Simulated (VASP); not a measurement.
A run of VASP 6.6.1 is set up as follows.

File INCAR:

```
  PREC = Accurate
  ENCUT = 520
  EDIFF = 1E-8
  ISMEAR = -1
  SIGMA = 0.05
  LREAL = False
  LASPH = True
  NELM = 60
  ALGO = Normal
  ISIF = 2
  LWAVE = False
  LCHARG = False
  GGA = CA
  LEFG = True
  NBANDS = 33
```

The input KPOINTS:

```
regular mesh
0
Gamma
  9 9 9
```

The input POSCAR:

```
ScGa3
1.0
    4.0114051152      0.0000000000      0.0000000000
    0.0000000000      4.0114051152      0.0000000000
    0.0000000000      0.0000000000      4.0114051152
Sc Ga
1 3
Direct
    0.0000000000      0.0000000000      0.0000000000
    0.0000000000      0.5000000000      0.5000000000
    0.5000000000      0.0000000000      0.5000000000
    0.5000000000      0.5000000000      0.0000000000
```

Potentials or basis: VASP PAW LDA potentials, release 64 (Sc_sv, Ga_d).

Run with:

```console
$ cat potpaw_LDA.64/Sc_sv/POTCAR potpaw_LDA.64/Ga_d/POTCAR > POTCAR
$ mpirun -np 1 vasp_std > vasp.out
```

Q: Estimate the band gap on the k mesh.

A: Zero (band 25 reaches 7.16 eV, above the bottom of band 26 at 3.78 eV).

Q: Estimate the pressure.

A: -0.4 GPa.

Electric field gradients, principal values (V/Å²):
```tsv
atom	least	middle	greatest (by size)
1 Sc	0.000	0.000	0.000
2 Ga	-32.775	-32.775	65.550
3 Ga	-32.775	-32.775	65.550
4 Ga	-32.775	-32.775	65.550
```

Caveat: without QUAD_EFG the Cq values of the log hold for a quadrupole moment of 1 mb, not for the nuclei.
